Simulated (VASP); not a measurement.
# Ga (I4/mmm) in VASP: further runs, part 3 of 4

VASP 6.6.1. Earlier steps stand in the parts before.

**6. Single point, r2SCAN**

This run uses another cell than the first one, of 17.88 Å³/atom.

The input, POSCAR:

```
Ga
1.0
   -1.4025482294      1.4025482294      2.2722238082
    1.4025482294     -1.4025482294      2.2722238082
    1.4025482294      1.4025482294     -2.2722238082
Ga
1
Direct
    0.0000000000      0.0000000000      0.0000000000
```

The input, INCAR.step1:

```
ALGO = Normal
EDIFF = 1E-4
ENCUT = 520
GGA = PE
ISMEAR = 0
LASPH = T
LCHARG = F
LREAL = F
LWAVE = T
NBANDS = 12
NELM = 60
PREC = Accurate
SIGMA = 0.1
```

The input, INCAR.step2:

```
ALGO = Normal
EDIFF = 1E-6
ENCUT = 520
ISIF = 2
ISMEAR = 0
ISTART = 1
LASPH = T
LCHARG = F
LMIXTAU = T
LREAL = F
LWAVE = F
METAGGA = R2SCAN
NBANDS = 12
NELM = 60
PREC = Accurate
SIGMA = 0.1
```

The input, KPOINTS:

```
k-points
0
Gamma
  20 20 20
```

Potentials or basis: VASP PAW PBE potentials, release 64 (Ga_d).

Started as:

```
$ cat potpaw_PBE.64/Ga_d/POTCAR > POTCAR
$ cp INCAR.step1 INCAR
$ mpirun -np 1 vasp_std > vasp.out
$ cp INCAR.step2 INCAR
$ mpirun -np 1 vasp_std > vasp.out
```

OUTCAR:

```text
EDIFF = 1E-6
   ENCUT = 520
   ISIF = 2
   ISMEAR = 0
   ISTART = 1
   LASPH = T
   LREAL = F
   METAGGA = R2SCAN
   NELM = 60
   PREC = Accurate

 ion  position               nearest neighbor table
   1  0.000  0.000  0.000-

  LATTYP: Found a body centered tetragonal cell.
 ALAT       =     2.8050964588
 C/A-ratio  =     1.6200682162

  Lattice vectors:

 A1 = (  -1.4025482294,   1.4025482294,   2.2722238082)
 A2 = (   1.4025482294,  -1.4025482294,   2.2722238082)
 A3 = (   1.4025482294,   1.4025482294,  -2.2722238082)

Analysis of symmetry for initial positions (statically):
=====================================================================
 Subroutine PRICEL returns:
 Original cell was already a primitive cell.

 Routine SETGRP: Setting up the symmetry group for a
 body centered tetragonal supercell.

 Subroutine GETGRP returns: Found 16 space group operations
 (whereof 16 operations were pure point group operations)
 out of a pool of 16 trial point group operations.

The static configuration has the point symmetry D_4h.

Analysis of symmetry for dynamics (positions and initial velocities):
=====================================================================
 Subroutine PRICEL returns:
 Original cell was already a primitive cell.

 Routine SETGRP: Setting up the symmetry group for a
 body centered tetragonal supercell.

 Subroutine GETGRP returns: Found 16 space group operations
 (whereof 16 operations were pure point group operations)
 out of a pool of 16 trial point group operations.

The dynamic configuration has the point symmetry D_4h.

 Subroutine INISYM returns: Found 16 space group operations
 (whereof 16 operations are pure point group operations),
 and found     1 'primitive' translations

----------------------------------------------------------------------------------------

                                     Primitive cell

  volume of cell :      17.8791

  direct lattice vectors                    reciprocal lattice vectors
    -1.402548229  1.402548229  2.272223808     0.000000000  0.356493980  0.220048746
     1.402548229 -1.402548229  2.272223808     0.356493980  0.000000000  0.220048746
     1.402548229  1.402548229 -2.272223808     0.356493980  0.356493980  0.000000000

  length of vectors
     3.016170437  3.016170437  3.016170437     0.418938430  0.418938430  0.504158621

  position of ions in fractional coordinates (direct lattice)
     0.000000000  0.000000000  0.000000000

  ion indices of the primitive-cell ions
   primitive index   ion index
                 1           1

----------------------------------------------------------------------------------------

 KPOINTS: k-points

Automatic generation of k-mesh.
 Grid dimensions read from file:
 generate k-points for:   20   20   20

 Generating k-lattice:

  Cartesian coordinates                     Fractional coordinates (reciprocal lattice)
     0.000000000  0.017824699  0.011002437     0.050000000  0.000000000 -0.000000000
     0.017824699  0.000000000  0.011002437     0.000000000  0.050000000 -0.000000000
     0.017824699  0.017824699  0.000000000     0.000000000  0.000000000  0.050000000

  Length of vectors
     0.020946922  0.020946922  0.025207931

  Shift w.r.t. Gamma in fractional coordinates (k-lattice)
     0.000000000  0.000000000  0.000000000

 Subroutine IBZKPT returns following result:
 ===========================================

 Found    641 irreducible k-points:

 Following reciprocal coordinates:
            Coordinates               Weight
  0.000000  0.000000  0.000000      1.000000
  0.050000  0.000000 -0.000000      8.000000
  0.100000  0.000000 -0.000000      8.000000
  0.150000  0.000000  0.000000      8.000000
  0.200000  0.000000 -0.000000      8.000000
  0.250000  0.000000 -0.000000      8.000000
[... 16 lines left out ...]
 -0.400000  0.050000  0.000000     16.000000
 -0.350000  0.050000 -0.000000     16.000000
 [... further k-points ...]
   k-points           NKPTS =    641   k-points in BZ     NKDIM =    641   number of bands    NBANDS=     12
   number of dos      NEDOS =    301   number of ions     NIONS =      1
   total plane-waves  NPLWV =  13824
   dimension x,y,z NGX =    24 NGY =   24 NGZ =   24
   dimension x,y,z NGXF=    48 NGYF=   48 NGZF=   48
   ions per type =               1
   NGX,Y,Z   is equivalent  to a cutoff of  13.23, 13.23, 13.23 a.u.
   NGXF,Y,Z  is equivalent  to a cutoff of  26.46, 26.46, 26.46 a.u.
 SYSTEM =  unknown system
   PREC   = accura    normal or accurate (medium, high low for compatibility)
   ISTART =      1    job   : 0-new  1-cont  2-samecut
   ICHARG =      0    charge: 1-file 2-atom 10-const
   ISPIN  =      1    spin polarized calculation?
   LNONCOLLINEAR =      F non collinear calculations
   LSORBIT =      F    spin-orbit coupling
   LASPH  =      T    aspherical Exc in radial PAW
   ENCUT  =  520.0 eV  38.22 Ry    6.18 a.u.   5.61  5.61  5.61*2*pi/ulx,y,z
   NELM   =     60;   NELMIN=  2; NELMDL=  0     # of ELM steps
   EDIFF  = 0.1E-05   stopping-criterion for ELM
   LREAL  =      F    real-space projection
[... 7 lines left out ...]
   TEBEG  =    0.0;   TEEND  =   0.0 temperature during run
   PSTRESS=    0.0 pullay stress
   NELECT =      13.0000    total number of electrons
   NUPDOWN=      -1.0000    fix difference up-down
   EMIN   =  10.00;   EMAX   =-10.00  energy-range for DOS
   EFERMI =   0.00;   METHOD = LEGACY
   ISMEAR =     0;   SIGMA  =   0.10  broadening in eV -4-tet -1-fermi 0-gaus
   EFERMI_NEDOS =   21; number of points for ismear=-14 and -15
   IALGO  =     38    algorithm
   IMIX   =      4    mixing-type and parameters
     AMIX     =   0.40;   BMIX     =  1.00
     AMIX_MAG =   1.60;   BMIX_MAG =  1.00
  volume/ion in A,a.u.               =      17.88       120.65
  Fermi-wavevector in a.u.,A,eV,Ry     =   1.472110  2.781885 29.485308  2.167109
  Thomas-Fermi vector in A             =   2.587165
   LORBIT       =      0    0 simple, 1 ext, 2 COOP (PROOUT), +10 PAW based schemes
   METAGGA = R2SCAN    functional components
   LHFCALC =     F    Hartree Fock is set to
   AEXX    =    0.0000 exact exchange contribution
   IVDW    =     0    specifies the selected vdW correction
   LEPSILON=     F    determine dielectric tensor
   LRPA    =     F    only Hartree local field effects (RPA)
 non-spin polarized calculation
 Gauss-broadening in eV      SIGMA  =   0.10
  energy-cutoff  :      520.00
  volume of cell :       17.88
 maximum number of plane-waves:       496
   NGX = 11   NGY = 11   NGZ = 11

 number of electron      12.9999993 magnetization

 Free energy of the ion-electron system (eV)
  ---------------------------------------------------
  ext. energy  EPLUGINS =         0.00000000
  ---------------------------------------------------
  free energy    TOTEN  =       -11.30990109 eV

  energy without entropy =      -11.30813671  energy(sigma->0) =      -11.30901890

 E-fermi :   6.0002     XC(G=0): -12.4875

 val. band max:        5.9957545908   @ k =  -0.2500   0.5000   0.2500
 cond. band min:       6.0106470885   @ k =   0.4000   0.3000   0.1000
 fundamental gap:      0.0148924977
 Fermi energy:         6.0001794358

 k-point     1 :       0.0000    0.0000    0.0000
  band No.  band energies     occupation
      1      -9.6466      2.00000
      2      -9.4911      2.00000
      3      -9.4890      2.00000
      4      -9.4890      2.00000
      5      -9.3212      2.00000
      6      -6.1184      2.00000
      7      19.5647      0.00000
      8      19.5675      0.00000
      9      19.5676      0.00000
     10      22.9011      0.00000
     11      23.1876      0.00000
     12      23.8441      0.00000

 k-point     2 :       0.0500    0.0000   -0.0000
  band No.  band energies     occupation
      1      -9.6424      2.00000
      2      -9.4925      2.00000
      3      -9.4878      2.00000
      4      -9.4860      2.00000
      5      -9.3233      2.00000
      6      -6.0475      2.00000
      7      18.5944      0.00000
      8      19.2831      0.00000
      9      19.4835      0.00000
     10      22.3110      0.00000
     11      23.3887      0.00000
     12      24.0509      0.00000
[... 316 lines left out ...]
 k-point    24 :      -0.3500    0.0500   -0.0000
  band No.  band energies     occupation
      1      -9.6135      2.00000
      2      -9.5839      2.00000
      3      -9.4566      2.00000
      4      -9.3467      2.00000
      5      -9.3154      2.00000
      6      -2.7753      2.00000
      7       6.6993      0.00000
      8      15.0516      0.00000
      9      18.3173      0.00000
     10      20.0265      0.00000
     11      22.3017      0.00000
     12      24.3675      0.00000

 [... further k-points ...]

------------------------ aborting loop because EDIFF is reached ----------------------------------------

  FORCE on cell =-STRESS in cart. coord.  units (eV):
  Direction    XX          YY          ZZ          XY          YZ          ZX
  --------------------------------------------------------------------------------------
  -------------------------------------------------------------------------------------
  Total        0.0006473      0.0006473     -0.0044001      0.0000000      0.0000000      0.0000000
  in kB        0.0580041      0.0580041     -0.3942991      0.0000000      0.0000000      0.0000000
  external PRESSURE =      -0.0927636 kB  Pullay stress =       0.0000000 kB

 VOLUME and BASIS-vectors are now :
 -----------------------------------------------------------------------------
  energy-cutoff  :      520.00
  volume of cell :       17.88
      direct lattice vectors                 reciprocal lattice vectors
    -1.402548229  1.402548229  2.272223808     0.000000000  0.356493980  0.220048746
     1.402548229 -1.402548229  2.272223808     0.356493980  0.000000000  0.220048746
     1.402548229  1.402548229 -2.272223808     0.356493980  0.356493980  0.000000000

 POSITION                                       TOTAL-FORCE (eV/Angst)
 -----------------------------------------------------------------------------------
      0.00000      0.00000      0.00000        -0.000000      0.000000      0.000000
 -----------------------------------------------------------------------------------
    total drift:                                0.000000      0.000000     -0.000000

  FREE ENERGIE OF THE ION-ELECTRON SYSTEM (eV)
  ---------------------------------------------------
  free  energy   TOTEN  =       -11.3099010924 eV

  energy  without entropy=      -11.3081367148  energy(sigma->0) =      -11.30901890
```

OSZICAR.step1:

```text
N       E                     dE             d eps       ncg     rms          rms(c)
DAV:   1     0.436513247929E+02    0.43651E+02   -0.66542E+03 16768   0.191E+03
DAV:   2    -0.794601592439E+00   -0.44446E+02   -0.42726E+02 16256   0.262E+02
DAV:   3    -0.289154192891E+01   -0.20969E+01   -0.20913E+01 17608   0.454E+01
DAV:   4    -0.290849293174E+01   -0.16951E-01   -0.16949E-01 17580   0.435E+00
DAV:   5    -0.290866917093E+01   -0.17624E-03   -0.17624E-03 18188   0.430E-01    0.904E-01
DAV:   6    -0.288489436620E+01    0.23775E-01   -0.37352E-02 19208   0.401E+00    0.457E-01
DAV:   7    -0.287937105589E+01    0.55233E-02   -0.71919E-03 22268   0.149E+00    0.123E-01
DAV:   8    -0.287875319736E+01    0.61786E-03   -0.68384E-04 17808   0.483E-01    0.914E-03
DAV:   9    -0.287875697929E+01   -0.37819E-05   -0.63852E-06 10952   0.393E-02
   1 F= -.28787570E+01 E0= -.28777688E+01  d E =-.197644E-02
```

Wall time 2.5 min (1 thread of Intel Xeon 6975P-C (Granite Rapids), shared host); peak memory 0.25 GiB.

Results:

```yaml
Free_energy: -11.3099 eV
Pressure: 0.0 GPa
Band_gap_on_the_k_mesh: zero (an odd number of electrons rules out a gap without spin polarisation)
```

Levels at points of the mesh, in eV from the Fermi level:
```
           k point  band 4  band 5  band 6  band 7  band 8  band 9
(0.00, 0.00, 0.00)  -15.49  -15.32  -12.12   13.56   13.57   13.57
(0.50, 0.00, 0.00)  -15.30  -15.26   -5.17   -4.50    8.77   12.71
(0.50, 0.50, 0.00)  -15.30  -15.17   -2.39   -1.12    4.07    5.31
(0.50, 0.50, 0.50)  -15.27  -15.26   -4.24   -4.05    7.08    7.08
```

Caveat: the PAW data sets were made with another functional, which shifts forces and pressure a little.

[end of part 3 of 4]
